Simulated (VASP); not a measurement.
# Ru (P6_3/mmc) in VASP: vibrations by perturbation theory with PBEsol

Aim: the vibrations by perturbation theory of Ru with PBEsol.

Program: VASP 6.6.1. These are calculated values, not measurements. Logs are shortened: lines on timing, memory, paths and dates and some standing lists are left out, and cuts for length are marked.

## Step 1: The cell of the first run

It takes space group P6_3/mmc (No. 194, hexagonal). Conventional cell: a = 2.692 Å, b = 2.692 Å, c = 4.244 Å, α = 90.00°, β = 90.00°, γ = 120.00°. Within 3.5 Å of Ru (site symmetry -6m2) lie 12 Ru at 2.63 to 2.69 Å.

## Step 2: Vibrations by perturbation theory, PBEsol

The input, INCAR:

```
PREC = Accurate
ENCUT = 520
EDIFF = 1E-8
ISMEAR = 1
SIGMA = 0.2
LREAL = False
LASPH = True
NELM = 80
ALGO = Fast
ISIF = 2
LWAVE = False
LCHARG = True
GGA = PS
IBRION = 8
NSW = 1
```

The input, KPOINTS:

```
regular mesh
0
Gamma
  14 14 8
```

The input, POSCAR:

```
Ru
1.0
    2.6923573894      0.0000000000      0.0000000000
   -1.3461786947      2.3316498953      0.0000000000
    0.0000000000      0.0000000000      4.2442668347
Ru
2
Direct
    0.3333333333      0.6666666667      0.7500000000
    0.6666666667      0.3333333333      0.2500000000
```

Potentials or basis: VASP PAW PBE potentials, release 64 (Ru_pv).

Launch:

```console
$ cat potpaw_PBE.64/Ru_pv/POTCAR > POTCAR
$ mpirun -np 1 vasp_std > vasp.out
```

OUTCAR:

```text
PREC = Accurate
   ENCUT = 520
   EDIFF = 1E-8
   ISMEAR = 1
   LREAL = False
   LASPH = True
   NELM = 80
   ISIF = 2
   GGA = PS
   IBRION = 8
   NSW = 1

 ion  position               nearest neighbor table
   1  0.333  0.667  0.750-   2 2.63   2 2.63   2 2.63   2 2.63   2 2.63   2 2.63
   2  0.667  0.333  0.250-   1 2.63   1 2.63   1 2.63   1 2.63   1 2.63   1 2.63

  LATTYP: Found a hexagonal cell.
 ALAT       =     2.6923573894
 C/A-ratio  =     1.5764128683

  Lattice vectors:

 A1 = (   2.6923573894,   0.0000000000,   0.0000000000)
 A2 = (  -1.3461786947,   2.3316498953,   0.0000000000)
 A3 = (   0.0000000000,   0.0000000000,   4.2442668347)

Analysis of symmetry for initial positions (statically):
=====================================================================
 Subroutine PRICEL returns:
 Original cell was already a primitive cell.

 Routine SETGRP: Setting up the symmetry group for a
 hexagonal supercell.

 Subroutine GETGRP returns: Found 24 space group operations
 (whereof 12 operations were pure point group operations)
 out of a pool of 24 trial point group operations.

The static configuration has the point symmetry D_3d.
 The point group associated with its full space group is D_6h.

Analysis of symmetry for dynamics (positions and initial velocities):
=====================================================================
 Subroutine PRICEL returns:
 Original cell was already a primitive cell.

 Routine SETGRP: Setting up the symmetry group for a
 hexagonal supercell.

 Subroutine GETGRP returns: Found 24 space group operations
 (whereof 12 operations were pure point group operations)
 out of a pool of 24 trial point group operations.

The dynamic configuration has the point symmetry D_3d.
 The point group associated with its full space group is D_6h.

 Subroutine INISYM returns: Found 24 space group operations
 (whereof 12 operations are pure point group operations),
 and found     1 'primitive' translations

----------------------------------------------------------------------------------------

                                     Primitive cell

  volume of cell :      26.6440

  direct lattice vectors                    reciprocal lattice vectors
     2.692357389  0.000000000  0.000000000     0.371421715  0.214440427  0.000000000
    -1.346178695  2.331649895  0.000000000     0.000000000  0.428880855  0.000000000
     0.000000000  0.000000000  4.244266835     0.000000000  0.000000000  0.235611953

  length of vectors
     2.692357389  2.692357389  4.244266835     0.428880855  0.428880855  0.235611953

  position of ions in fractional coordinates (direct lattice)
     0.333333333  0.666666667  0.750000000
     0.666666667  0.333333333  0.250000000

  ion indices of the primitive-cell ions
   primitive index   ion index
                 1           1
                 2           2

----------------------------------------------------------------------------------------

 KPOINTS: regular mesh

Automatic generation of k-mesh.
 Grid dimensions read from file:
 generate k-points for:   14   14    8

 Generating k-lattice:

  Cartesian coordinates                     Fractional coordinates (reciprocal lattice)
     0.026530123  0.015317173  0.000000000     0.071428571  0.000000000  0.000000000
     0.000000000  0.030634347  0.000000000     0.000000000  0.071428571  0.000000000
     0.000000000  0.000000000  0.029451494     0.000000000  0.000000000  0.125000000

  Length of vectors
[... 73 lines left out ...]
   IMIX   =      4    mixing-type and parameters
     AMIX     =   0.40;   BMIX     =  1.00
     AMIX_MAG =   1.60;   BMIX_MAG =  1.00
  volume/ion in A,a.u.               =      13.32        89.90
  Fermi-wavevector in a.u.,A,eV,Ry     =   1.664414  3.145286 37.691849  2.770273
  Thomas-Fermi vector in A             =   2.750962
   LORBIT       =      0    0 simple, 1 ext, 2 COOP (PROOUT), +10 PAW based schemes
   GGA     = PS    functional components
   LHFCALC =     F    Hartree Fock is set to
   AEXX    =    0.0000 exact exchange contribution
   IVDW    =     0    specifies the selected vdW correction
   LEPSILON=     F    determine dielectric tensor
   LRPA    =     F    only Hartree local field effects (RPA)
 non-spin polarized calculation
 RMM-DIIS sequential band-by-band and
 Methfessel and Paxton  Order N= 1 SIGMA  =   0.20
  energy-cutoff  :      520.00
  volume of cell :       26.64
 maximum number of plane-waves:       734
 NGX is ok and might be reduce to    20
   NGX =  9   NGY =  9   NGZ = 15

--------------------------------------- Ionic step        1  -------------------------------------------

 number of electron      27.9999997 magnetization

 Free energy of the ion-electron system (eV)
  ---------------------------------------------------
  ext. energy  EPLUGINS =         0.00000000
  ---------------------------------------------------
  free energy    TOTEN  =       -20.33779301 eV

  energy without entropy =      -20.33388972  energy(sigma->0) =      -20.33649191

 E-fermi :  13.0456     XC(G=0): -14.3987

 val. band max:       13.0424815813   @ k =   0.4286   0.0714   0.2500
 cond. band min:      13.0615415224   @ k =   0.2857   0.1429   0.0000
 fundamental gap:      0.0190599412
 Fermi energy:        13.0455629475

 k-point     1 :       0.0000    0.0000    0.0000
  band No.  band energies     occupation
      1     -30.6390      2.00000
      2     -29.6356      2.00000
      3     -29.6356      2.00000
      4     -29.4506      2.00000
      5     -29.4506      2.00000
      6     -29.4052      2.00000
[... 481 lines left out ...]
      5     -29.8650      2.00000
      6     -29.8599      2.00000
[... 10 lines left out ...]
     17      19.5393      0.00000
     18      20.1468      0.00000

 [... further k-points ...]
[... 5 lines left out ...]
  --------------------------------------------------------------------------------------
  -------------------------------------------------------------------------------------
  Total       -0.0203446     -0.0203446      0.0304666      0.0000000     -0.0000000      0.0000000
  in kB       -1.2233803     -1.2233803      1.8320440      0.0000000     -0.0000000      0.0000000
  external PRESSURE =      -0.2049055 kB  Pullay stress =       0.0000000 kB

 VOLUME and BASIS-vectors are now :
 -----------------------------------------------------------------------------
  energy-cutoff  :      520.00
  volume of cell :       26.64
      direct lattice vectors                 reciprocal lattice vectors
     2.692357389  0.000000000  0.000000000     0.371421715  0.214440427  0.000000000
    -1.346178695  2.331649895  0.000000000     0.000000000  0.428880855  0.000000000
     0.000000000  0.000000000  4.244266835     0.000000000  0.000000000  0.235611953

 POSITION                                       TOTAL-FORCE (eV/Angst)
 -----------------------------------------------------------------------------------
     -0.00000      1.55443      3.18320         0.000000      0.000000      0.000000
      1.34618      0.77722      1.06107        -0.000000      0.000000      0.000000
 -----------------------------------------------------------------------------------
    total drift:                               -0.000000      0.000000     -0.000000

  FREE ENERGIE OF THE ION-ELECTRON SYSTEM (eV)
  ---------------------------------------------------
  free  energy   TOTEN  =       -20.3377930105 eV

  energy  without entropy=      -20.3338897196  energy(sigma->0) =      -20.33649191

[... ionic steps 2 to 3 ...]

--------------------------------------- Ionic step        4  -------------------------------------------

------------------------ aborting loop because EDIFF is reached ----------------------------------------

[... ionic steps 5 to 5 ...]

--------------------------------------- Ionic step        6  -------------------------------------------

 Free energy of the ion-electron system (eV)
  ---------------------------------------------------
  ---------------------------------------------------
  free energy    TOTEN  =        -0.74261674 eV

  energy without entropy =       -0.74261674

------------------------ aborting loop because EDIFF is reached ----------------------------------------

 INTERNAL STRAIN TENSOR  FOR ION    1  DIRECTION 3   (eV/Angst):
 -----------------------------------------------------------------------------
    -0.07115  0.00000 -0.00000
     0.00000 -0.07115  0.00000
    -0.00000 -0.00000  0.14808

 INTERNAL STRAIN TENSOR FOR ION    2 for displacements in x,y,z  (eV/Angst):
          X           Y           Z          XY          YZ          ZX
  --------------------------------------------------------------------------------
  x     0.00000     0.00000     0.00000     3.93615     0.00000     0.00000
  y     3.93615    -3.93615     0.00000     0.00000     0.00000     0.00000
  z     0.00000     0.00000     0.00000     0.00000    -0.00000     0.00000

 SECOND DERIVATIVES (NOT SYMMETRIZED)
 ------------------------------------
               1X          1Y          1Z          2X          2Y          2Z
  1X    -6.499920    0.000000    0.000000    6.499920    0.000000    0.000000
  1Y     0.000000   -6.499920    0.000000    0.000000    6.499920    0.000000
  1Z     0.000000    0.000000  -13.496879    0.000000    0.000000   13.496879
  2X     6.499920    0.000000    0.000000   -6.499920    0.000000    0.000000
  2Y     0.000000    6.499920    0.000000    0.000000   -6.499920    0.000000
  2Z     0.000000    0.000000   13.496879    0.000000    0.000000  -13.496879

 Eigenvectors and eigenvalues of the dynamical matrix
 ----------------------------------------------------

   1 f  =    8.079254 THz    50.763451 2PiTHz  269.494912 cm-1    33.413096 meV
             X         Y         Z           dx          dy          dz
     -0.000000  1.554433  3.183200     0.000000    0.000000   -0.707107
      1.346179  0.777217  1.061067     0.000000    0.000000    0.707107
[... 21 lines left out ...]
   6 f  =    0.000000 THz     0.000000 2PiTHz    0.000000 cm-1     0.000000 meV
             X         Y         Z           dx          dy          dz
     -0.000000  1.554433  3.183200     0.000000    0.000000    0.707107
      1.346179  0.777217  1.061067     0.000000    0.000000    0.707107

--------------------------------------------------------------------------------------------------------

 ELASTIC MODULI CONTR FROM IONIC RELAXATION (kBar)
 Direction    XX          YY          ZZ          XY          YZ          ZX
 --------------------------------------------------------------------------------
 XX        -143.3336    143.3336     -0.0000      0.0000      0.0000      0.0000
 YY         143.3336   -143.3336      0.0000     -0.0000      0.0000      0.0000
 ZZ          -0.0000      0.0000     -0.0000      0.0000      0.0000      0.0000
 XY           0.0000     -0.0000      0.0000   -143.3336      0.0000      0.0000
 YZ           0.0000      0.0000      0.0000      0.0000     -0.0000      0.0000
 ZX           0.0000      0.0000      0.0000      0.0000      0.0000     -0.0000
 --------------------------------------------------------------------------------
```

It took 13 min on 1 thread of Intel Xeon Platinum 8259CL at 2.50GHz (Skylake/Cascade Lake), shared host; peak memory 0.52 GiB.

Results:

```
Highest phonon frequency at Γ : 269 cm⁻¹
```

Phonon frequencies in cm⁻¹ (negative: imaginary):
```csv
q point,frequencies
"(0.000, 0.000, 0.000)",0 0 0 187 187 269
```

Caveat: the PAW data sets were made with another functional, which shifts forces and pressure a little.
